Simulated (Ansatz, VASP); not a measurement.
# KBr: VASP beside Ansatz

The input POSCAR:

```
KBr
1.0
    0.0563583628      3.3586061829      3.3586061829
    3.3586061829      0.0563583628      3.3586061829
    3.3586061829      3.3586061829      0.0563583628
K Br
1 1
Direct
    0.0000000000      0.0000000000      0.0000000000
    0.5000000000      0.5000000000      0.5000000000
```

Contents of INCAR.step1:

```
PREC = Accurate ; ENCUT = 520
ISMEAR = 0 ; SIGMA = 0.01
LREAL = False ; LASPH = True
NELM = 60 ; NBANDS = 15
GGA = PE ; ALGO = Normal
EDIFF = 1E-4 ; LWAVE = True
LCHARG = False
```

File INCAR.step2:

```
PREC = Accurate ; ENCUT = 520
EDIFF = 1E-7 ; ISMEAR = 0
SIGMA = 0.01 ; LREAL = False
LASPH = True ; NELM = 60
ALGO = Normal ; ISIF = 2
LWAVE = False ; LCHARG = False
METAGGA = R2SCAN ; LMIXTAU = True
NBANDS = 15 ; ISTART = 1
```

The input KPOINTS:

```
regular mesh
0
Gamma
  6 6 6
```

Input for Ansatz:

```yaml
crystal:
  lattice:
    - [0.0563583628, 3.3586061829, 3.3586061829]
    - [3.3586061829, 0.0563583628, 3.3586061829]
    - [3.3586061829, 3.3586061829, 0.0563583628]
  atoms:
    - { symbol: K, position: [0.0, 0.0, 0.0] }
    - { symbol: Br, position: [0.5, 0.5, 0.5] }
kpoints:
  mp_grid: { grid: [6, 6, 6] }
  band_path:
    path:
      - [0.0, 0.0, 0.0]
      - [0.5, 0.0, 0.5]
      - [0.625, 0.25, 0.625]
      - [0.375, 0.375, 0.75]
      - [0.5, 0.5, 0.5]
      - [0.5, 0.25, 0.75]
    npoints: 1
hamiltonian:
  xc: r2scan
scf:
  occupations: { method: fixed }
  n_extra_bands: 4
output:
  forces: true
  stress: true
  eigenvalues: true
```

Change from the starting cell: shear_111 strain +2.6%.

Alike in both runs: task single point; functional r2SCAN; k mesh 6 × 6 × 6; no spin polarisation.

```csv
,VASP,Ansatz
version,VASP 6.6.1,Ansatz 0.2.0
potentials or method,"VASP PAW PBE potentials, release 64 (K_sv, Br)","plane waves, PAW"
plane-wave cutoff (eV),520,500
occupations,"gaussian, width 0.01 eV",fixed
valence electrons in the cell,16,16
```

|  | VASP | Ansatz | Ansatz less VASP |
| --- | --- | --- | --- |
| gap on the k mesh at the Fermi level (eV) | 4.98 | 4.98 | -0.002 |
| pressure (GPa) | -0.4 | -0.4 | +0.01 |
| traceless stress, the component that is largest in VASP (GPa) | -0.10 | -0.10 | 0.000 |

VASP's potentials were made for PBE, not for r2SCAN.
